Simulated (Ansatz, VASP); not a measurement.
One calculation of Si7Ge, two programs

```
CELL_PARAMETERS angstrom
5.42477 0.00000 0.00000
0.00000 5.42477 0.00000
0.00000 0.00000 5.42477
ATOMIC_POSITIONS crystal
Si 0.25244 0.25244 0.25244
Si 0.00000 0.50000 0.50000
Si 0.50000 0.50000 0.00000
Si 0.50000 0.00000 0.50000
Si 0.74756 0.25244 0.74756
Si 0.74756 0.74756 0.25244
Si 0.25244 0.74756 0.74756
Ge 0.00000 0.00000 0.00000
```

Alike in both runs: task relaxation of cell and atoms; functional LDA; k mesh 8 × 8 × 8; no spin polarisation.

```csv
,VASP,Ansatz
version,VASP 6.6.1,Ansatz 0.2.0
potentials or method,"VASP PAW LDA potentials, release 64 (Si, Ge_d), cutoff 600 eV","scalar-relativistic, plane waves, PAW"
occupations,"gaussian, width 0.01 eV",fixed
valence electrons in the cell,42,42
```

|  | VASP | Ansatz | Ansatz less VASP |
| --- | --- | --- | --- |
| gap on the k mesh at the Fermi level, each at its own relaxed structure (eV) | 0.26 | 0.26 | -0.001 |
| relaxed volume (Å³/atom) | 19.97 | 19.96 | -0.017 |
| relaxed cell length with the largest relative difference (Å) | 5.426 | 5.425 | -0.0016 |

LDA's correlation is that of Perdew and Zunger in VASP and of Perdew and Wang (1992) in Ansatz.
